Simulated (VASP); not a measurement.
# TaN (P-62m) in VASP: further runs

The runs below take TaN through single point, with LDA, PBEsol.

Program: VASP 6.6.1. These are calculated values, not measurements. Logs are shortened: lines on timing, memory, paths and dates and some standing lists are left out, and cuts for length are marked.

## 1. The cell of the first run

Symmetry: P-62m, No. 189, hexagonal system. Conventional cell: a = 5.151 Å, b = 5.151 Å, c = 2.874 Å, α = 90.00°, β = 90.00°, γ = 120.00°. Ta (site symmetry -62m) has 3 N at 2.03 Å within 2.7 Å. Ta (site symmetry -6) has 6 N at 2.14 Å within 2.8 Å. N (site symmetry m2m) has 5 Ta at 2.03 to 2.14 Å within 2.7 Å.

## 2. Single point, LDA

INCAR

```
SYSTEM = TaN
PREC = Accurate
ENCUT = 520
EDIFF = 1E-7
ISMEAR = -1
SIGMA = 0.05
LREAL = .False.
LASPH = .True.
NELM = 80
ALGO = Normal
ISIF = 2
LWAVE = .False.
LCHARG = .False.
NBANDS = 33
```

KPOINTS

```
Automatic mesh
0
Gamma
  6 6 9
  0 0 0
```

POSCAR

```
TaN
1.0
    5.1507094241      0.0000000000      0.0000000000
   -2.5753547121      4.4606452088      0.0000000000
    0.0000000000      0.0000000000      2.8738980031
Ta N
3 3
Direct
    0.0000000000      0.0000000000      0.0000000000
    0.6666666667      0.3333333333      0.5000000000
    0.3333333333      0.6666666667      0.5000000000
    0.0000000000      0.3933415987      0.0000000000
    0.6066584013      0.6066584013      0.0000000000
    0.3933415987      0.0000000000      0.0000000000
```

Potentials or basis: VASP PAW LDA potentials, release 64 (Ta_pv, N).

Started as:

```
$ cat potpaw_LDA.64/Ta_pv/POTCAR potpaw_LDA.64/N/POTCAR > POTCAR
$ mpirun -np 1 vasp_std > vasp.out
```

OUTCAR:

```text
SYSTEM = TaN
   PREC = Accurate
   ENCUT = 520
   EDIFF = 1E-7
   ISMEAR = -1
   LREAL = .False.
   LASPH = .True.
   NELM = 80
   ISIF = 2

 ion  position               nearest neighbor table
   1  0.000  0.000  0.000-   5 2.03   6 2.03   4 2.03   3 3.30   2 3.30   2 3.30   3 3.30   2 3.30
                             2 3.30   3 3.30   3 3.30   2 3.30   2 3.30   3 3.30   3 3.30
   2  0.667  0.333  0.500-   4 2.14   4 2.14   6 2.14   6 2.14   5 2.14   5 2.14   3 2.97   3 2.97
                             3 2.97   1 3.30   1 3.30   1 3.30   1 3.30   1 3.30   1 3.30
   3  0.333  0.667  0.500-   6 2.14   6 2.14   4 2.14   4 2.14   5 2.14   5 2.14   2 2.97   2 2.97
                             2 2.97   1 3.30   1 3.30   1 3.30   1 3.30   1 3.30   1 3.30
   4  0.000  0.393  0.000-   1 2.03   2 2.14   2 2.14   3 2.14   3 2.14
   5  0.607  0.607  0.000-   1 2.03   3 2.14   3 2.14   2 2.14   2 2.14
   6  0.393  0.000  0.000-   1 2.03   3 2.14   3 2.14   2 2.14   2 2.14

  LATTYP: Found a hexagonal cell.
 ALAT       =     5.1507094241
 C/A-ratio  =     0.5579615867

  Lattice vectors:

 A1 = (   5.1507094241,   0.0000000000,   0.0000000000)
 A2 = (  -2.5753547121,   4.4606452088,   0.0000000000)
 A3 = (   0.0000000000,   0.0000000000,   2.8738980031)

Analysis of symmetry for initial positions (statically):
=====================================================================
 Subroutine PRICEL returns:
 Original cell was already a primitive cell.

 Routine SETGRP: Setting up the symmetry group for a
 hexagonal supercell.

 Subroutine GETGRP returns: Found 12 space group operations
 (whereof 12 operations were pure point group operations)
 out of a pool of 24 trial point group operations.

The static configuration has the point symmetry D_3h.

Analysis of symmetry for dynamics (positions and initial velocities):
=====================================================================
 Subroutine PRICEL returns:
 Original cell was already a primitive cell.

 Routine SETGRP: Setting up the symmetry group for a
 hexagonal supercell.

 Subroutine GETGRP returns: Found 12 space group operations
 (whereof 12 operations were pure point group operations)
 out of a pool of 24 trial point group operations.

The dynamic configuration has the point symmetry D_3h.

 Subroutine INISYM returns: Found 12 space group operations
 (whereof 12 operations are pure point group operations),
 and found     1 'primitive' translations

----------------------------------------------------------------------------------------

                                     Primitive cell

  volume of cell :      66.0292

  direct lattice vectors                    reciprocal lattice vectors
     5.150709424  0.000000000  0.000000000     0.194148013  0.112091408  0.000000000
    -2.575354712  4.460645209  0.000000000     0.000000000  0.224182815  0.000000000
     0.000000000  0.000000000  2.873898003     0.000000000  0.000000000  0.347959461

  length of vectors
     5.150709424  5.150709424  2.873898003     0.224182815  0.224182815  0.347959461

  position of ions in fractional coordinates (direct lattice)
     0.000000000  0.000000000  0.000000000
     0.666666667  0.333333333  0.500000000
     0.333333333  0.666666667  0.500000000
     0.000000000  0.393341599  0.000000000
     0.606658401  0.606658401  0.000000000
     0.393341599  0.000000000  0.000000000

  ion indices of the primitive-cell ions
   primitive index   ion index
                 1           1
                 2           2
                 3           3
                 4           4
                 5           5
                 6           6

----------------------------------------------------------------------------------------

 KPOINTS: Automatic mesh

Automatic generation of k-mesh.
 Grid dimensions read from file:
 generate k-points for:    6    6    9

 Generating k-lattice:

  Cartesian coordinates                     Fractional coordinates (reciprocal lattice)
     0.032358002  0.018681901  0.000000000     0.166666667  0.000000000  0.000000000
     0.000000000  0.037363803  0.000000000     0.000000000  0.166666667  0.000000000
     0.000000000  0.000000000  0.038662162     0.000000000  0.000000000  0.111111111

  Length of vectors
     0.037363803  0.037363803  0.038662162

  Shift w.r.t. Gamma in fractional coordinates (k-lattice)
     0.000000000  0.000000000  0.000000000

 Subroutine IBZKPT returns following result:
 ===========================================

 Found     35 irreducible k-points:

 Following reciprocal coordinates:
            Coordinates               Weight
  0.000000  0.000000  0.000000      1.000000
  0.166667 -0.000000  0.000000      6.000000
  0.333333  0.000000  0.000000      6.000000
  0.500000  0.000000  0.000000      3.000000
  0.166667  0.166667  0.000000      6.000000
  0.333333  0.166667  0.000000     12.000000
[... 16 lines left out ...]
  0.166667 -0.000000  0.333333     12.000000
  0.333333  0.000000  0.333333     12.000000
 [... further k-points ...]
   k-points           NKPTS =     35   k-points in BZ     NKDIM =     35   number of bands    NBANDS=     33
   number of dos      NEDOS =    301   number of ions     NIONS =      6
   total plane-waves  NPLWV =  38400
   dimension x,y,z NGX =    40 NGY =   40 NGZ =   24
   dimension x,y,z NGXF=    80 NGYF=   80 NGZF=   48
   ions per type =               3   3
   NGX,Y,Z   is equivalent  to a cutoff of  12.91, 12.91, 13.88 a.u.
   NGXF,Y,Z  is equivalent  to a cutoff of  25.82, 25.82, 27.77 a.u.
 SYSTEM =  TaN
   PREC   = accura    normal or accurate (medium, high low for compatibility)
   ISTART =      0    job   : 0-new  1-cont  2-samecut
   ICHARG =      2    charge: 1-file 2-atom 10-const
   ISPIN  =      1    spin polarized calculation?
   LNONCOLLINEAR =      F non collinear calculations
   LSORBIT =      F    spin-orbit coupling
   LASPH  =      T    aspherical Exc in radial PAW
   ENCUT  =  520.0 eV  38.22 Ry    6.18 a.u.   9.58  9.58  5.34*2*pi/ulx,y,z
   NELM   =     80;   NELMIN=  2; NELMDL= -5     # of ELM steps
   EDIFF  = 0.1E-06   stopping-criterion for ELM
   LREAL  =      F    real-space projection
   EDIFFG = 0.1E-05   stopping-criterion for IOM
   NSW    =      0    number of steps for IOM
   IBRION =     -1    ionic relax: 0-MD 1-quasi-New 2-CG
   NFREE  =      0    steps in history (QN), initial steepest desc. (CG)
   ISIF   =      2    stress and relaxation
   ISYM   =      2    0-nonsym 1-usesym 2-fastsym
   POTIM  = 0.5000    time-step for ionic-motion
   TEBEG  =    0.0;   TEEND  =   0.0 temperature during run
   PSTRESS=    0.0 pullay stress
   NELECT =      48.0000    total number of electrons
   NUPDOWN=      -1.0000    fix difference up-down
   EMIN   =  10.00;   EMAX   =-10.00  energy-range for DOS
   EFERMI =   0.00;   METHOD = LEGACY
   ISMEAR =    -1;   SIGMA  =   0.05  broadening in eV -4-tet -1-fermi 0-gaus
   EFERMI_NEDOS =   21; number of points for ismear=-14 and -15
   IALGO  =     38    algorithm
   IMIX   =      4    mixing-type and parameters
     AMIX     =   0.40;   BMIX     =  1.00
     AMIX_MAG =   1.60;   BMIX_MAG =  1.00
  volume/ion in A,a.u.               =      11.00        74.26
  Fermi-wavevector in a.u.,A,eV,Ry     =   1.472007  2.781690 29.481167  2.166805
  Thomas-Fermi vector in A             =   2.587074
   LORBIT       =      0    0 simple, 1 ext, 2 COOP (PROOUT), +10 PAW based schemes
   GGA     = CA    functional components
   LHFCALC =     F    Hartree Fock is set to
   AEXX    =    0.0000 exact exchange contribution
   IVDW    =     0    specifies the selected vdW correction
   LEPSILON=     F    determine dielectric tensor
   LRPA    =     F    only Hartree local field effects (RPA)
 non-spin polarized calculation
  energy-cutoff  :      520.00
  volume of cell :       66.03
 maximum number of plane-waves:      1799
 NGX is ok and might be reduce to    40
   NGX = 19   NGY = 19   NGZ = 11

 number of electron      47.9999997 magnetization

 Free energy of the ion-electron system (eV)
  ---------------------------------------------------
  ext. energy  EPLUGINS =         0.00000000
  ---------------------------------------------------
  free energy    TOTEN  =       -74.13575464 eV

  energy without entropy =      -74.12901331  energy(sigma->0) =      -74.13238398

 E-fermi :   8.5262     XC(G=0): -13.4031

 val. band max:        8.5199525604   @ k =   0.1667  -0.0000   0.2222
 cond. band min:       8.5516441368   @ k =   0.1667  -0.0000   0.3333
 fundamental gap:      0.0316915764
 Fermi energy:         8.5262118330

 k-point     1 :       0.0000    0.0000    0.0000
  band No.  band energies     occupation
      1     -27.5103      2.00000
      2     -27.5103      2.00000
      3     -27.1271      2.00000
      4     -27.1271      2.00000
      5     -26.9133      2.00000
      6     -26.7900      2.00000
[... 25 lines left out ...]
     32      11.8055      0.00000
     33      11.8055      0.00000

 k-point     2 :       0.1667   -0.0000    0.0000
  band No.  band energies     occupation
      1     -27.5378      2.00000
      2     -27.5041      2.00000
      3     -27.0986      2.00000
      4     -27.0898      2.00000
      5     -26.9055      2.00000
      6     -26.7971      2.00000
[... 25 lines left out ...]
     32      11.8503      0.00000
     33      12.0197      0.00000

 k-point     3 :       0.3333    0.0000    0.0000
  band No.  band energies     occupation
      1     -27.5834      2.00000
      2     -27.4535      2.00000
      3     -27.1143      2.00000
      4     -27.0224      2.00000
      5     -26.8857      2.00000
      6     -26.8156      2.00000
[... 25 lines left out ...]
     32      12.4970      0.00000
     33      12.5885      0.00000

 k-point     4 :       0.5000    0.0000    0.0000
  band No.  band energies     occupation
      1     -27.6030      2.00000
      2     -27.3889      2.00000
      3     -27.1867      2.00000
      4     -26.9896      2.00000
      5     -26.8700      2.00000
      6     -26.8306      2.00000
[... 25 lines left out ...]
     32      12.2322      0.00000
     33      12.9171      0.00000

 k-point     5 :       0.1667    0.1667    0.0000
  band No.  band energies     occupation
      1     -27.5601      2.00000
      2     -27.4856      2.00000
      3     -27.1038      2.00000
      4     -27.0353      2.00000
      5     -26.8916      2.00000
      6     -26.8101      2.00000
[... 604 lines left out ...]
 k-point    22 :       0.0000    0.0000    0.3333
  band No.  band energies     occupation
      1     -27.6645      2.00000
      2     -27.4661      2.00000
      3     -27.3794      2.00000
      4     -27.3794      2.00000
      5     -26.9740      2.00000
      6     -26.9740      2.00000
[... 25 lines left out ...]
     32      12.1443      0.00000
     33      12.8881      0.00000

 k-point    23 :       0.1667   -0.0000    0.3333
  band No.  band energies     occupation
      1     -27.6599      2.00000
      2     -27.4795      2.00000
      3     -27.3934      2.00000
      4     -27.3624      2.00000
      5     -26.9832      2.00000
      6     -26.9556      2.00000
[... 25 lines left out ...]
     32      12.1215      0.00000
     33      13.3421      0.00000

 k-point    24 :       0.3333    0.0000    0.3333
  band No.  band energies     occupation
      1     -27.6441      2.00000
      2     -27.5125      2.00000
      3     -27.4187      2.00000
      4     -27.3175      2.00000
      5     -27.0251      2.00000
      6     -26.9205      2.00000
[... 25 lines left out ...]
     32      12.3796      0.00000
     33      13.7935      0.00000

 [... further k-points ...]
[... 5 lines left out ...]
  --------------------------------------------------------------------------------------
  -------------------------------------------------------------------------------------
  Total        0.7788475      0.7788475      0.7628439     -0.0000000     -0.0000000     -0.0000000
  in kB       18.8984828     18.8984828     18.5101607     -0.0000000     -0.0000000     -0.0000000
  external PRESSURE =      18.7690421 kB  Pullay stress =       0.0000000 kB

 VOLUME and BASIS-vectors are now :
 -----------------------------------------------------------------------------
  energy-cutoff  :      520.00
  volume of cell :       66.03
      direct lattice vectors                 reciprocal lattice vectors
     5.150709424  0.000000000  0.000000000     0.194148013  0.112091408  0.000000000
    -2.575354712  4.460645209  0.000000000     0.000000000  0.224182815  0.000000000
     0.000000000  0.000000000  2.873898003     0.000000000  0.000000000  0.347959461

 POSITION                                       TOTAL-FORCE (eV/Angst)
 -----------------------------------------------------------------------------------
      0.00000      0.00000      0.00000         0.000000     -0.000000     -0.000000
      2.57535      1.48688      1.43695         0.000000     -0.000000     -0.000000
     -0.00000      2.97376      1.43695         0.000000      0.000000     -0.000000
     -1.01299      1.75456      0.00000        -0.009534      0.016513     -0.000000
      1.56236      2.70609      0.00000        -0.009534     -0.016513     -0.000000
      2.02599      0.00000      0.00000         0.019067      0.000000      0.000000
 -----------------------------------------------------------------------------------
    total drift:                               -0.000001     -0.000003      0.000000

  FREE ENERGIE OF THE ION-ELECTRON SYSTEM (eV)
  ---------------------------------------------------
  free  energy   TOTEN  =       -74.1357546422 eV

  energy  without entropy=      -74.1290133094  energy(sigma->0) =      -74.13238398
```

Wall time 100 s (1 thread of Intel Xeon 8259CL, shared host); peak memory 0.2 GiB.

What came out:

| Property | Result |
| --- | --- |
| Free energy | -74.1358 eV |
| Pressure | 1.9 GPa |
| Largest force | 0.019 eV/Å |
| Band gap on the k mesh | zero (band 24 reaches 10.42 eV, above the bottom of band 25 at 7.14 eV) |

Forces in eV/Å, atoms in the order of the input:
```
Ta   0.000  0.000  0.000
Ta   0.000  0.000  0.000
Ta   0.000  0.000  0.000
N   -0.010  0.017  0.000
N   -0.010 -0.017  0.000
N    0.019  0.000  0.000
```

Caveat: spin-orbit coupling is left out, which moves the levels of the heavy elements.

## 3. Single point, PBEsol

This run uses another cell than the first one, of 11.34 Å³/atom, 1.031 times its volume.

INCAR

```
SYSTEM = TaN
PREC     = Accurate       ! precision mode
ENCUT    = 520            ! plane-wave cutoff, eV
EDIFF    = 1E-6           ! SCF threshold, eV
ISMEAR   = -1             ! smearing method
SIGMA    = 0.05           ! smearing width, eV
LREAL    = .FALSE.        ! projectors in reciprocal space
LASPH    = .TRUE.         ! aspherical terms in the spheres
NELM     = 60             ! most SCF steps
ALGO     = Normal         ! electronic algorithm
ISIF     = 2              ! what is computed and relaxed
LWAVE    = .FALSE.        ! write WAVECAR
LCHARG   = .FALSE.        ! write CHGCAR
GGA      = PS             ! functional
NBANDS   = 33             ! bands
```

KPOINTS

```
regular mesh
0
G
  6 6 8
  0 0 0
```

POSCAR

```
TaN
1.0
    5.1960000000      0.0000000000      0.0000000000
   -2.5980000000      4.4998679981      0.0000000000
    0.0000000000      0.0000000000      2.9110000000
Ta N
3 3
Direct
    0.0000000000      0.0000000000      0.0000000000
    0.6666666667      0.3333333333      0.5000000000
    0.3333333333      0.6666666667      0.5000000000
    0.0000000000      0.3928500000      0.0000000000
    0.6071500000      0.6071500000      0.0000000000
    0.3928500000      0.0000000000      0.0000000000
```

Potentials or basis: VASP PAW PBE potentials, release 64 (Ta_pv, N).

Started as:

```
$ cat potpaw_PBE.64/Ta_pv/POTCAR potpaw_PBE.64/N/POTCAR > POTCAR
$ mpirun -np 1 vasp_std > vasp.out
```

Wall time 2 min (1 thread of Intel Xeon 8259CL, shared host); peak memory 0.22 GiB.

It converged, with:

| Quantity | Value |
| --- | --- |
| Free energy | -71.4503 eV |
| Pressure | -3.0 GPa |
| Largest force | 0.011 eV/Å |
| Band gap on the k mesh | zero (band 24 reaches 10.09 eV, above the bottom of band 25 at 6.96 eV) |

Forces on the atoms (eV/Å):
```
Ta   0.000  0.000  0.000
Ta   0.000  0.000  0.000
Ta   0.000  0.000  0.000
N   -0.006  0.010  0.000
N   -0.006 -0.010  0.000
N    0.011  0.000  0.000
```

Stress tensor (GPa, compression positive):
```
-2.21  0.00  0.00
 0.00 -2.21  0.00
 0.00  0.00 -4.56
```

Levels at points of the mesh, in eV from the Fermi level:
| k point | band 22 | band 23 | band 24 | band 25 | band 26 | band 27 |
| --- | --- | --- | --- | --- | --- | --- |
| (0.00, 0.00, 0.00) | -3.44 | -2.05 | -1.04 | -1.04 | 0.43 | 0.43 |
| (0.50, 0.00, 0.00) | -3.99 | -2.97 | -2.77 | 1.07 | 1.65 | 1.79 |
| (0.00, 0.00, 0.50) | -3.00 | -3.00 | 1.79 | 1.79 | 1.88 | 2.06 |
| (0.50, 0.00, 0.50) | -3.39 | -2.09 | -1.07 | 0.37 | 1.23 | 3.12 |

Caveat: the PAW data sets were made with another functional, which shifts forces and pressure a little; spin-orbit coupling is left out, which moves the levels of the heavy elements.
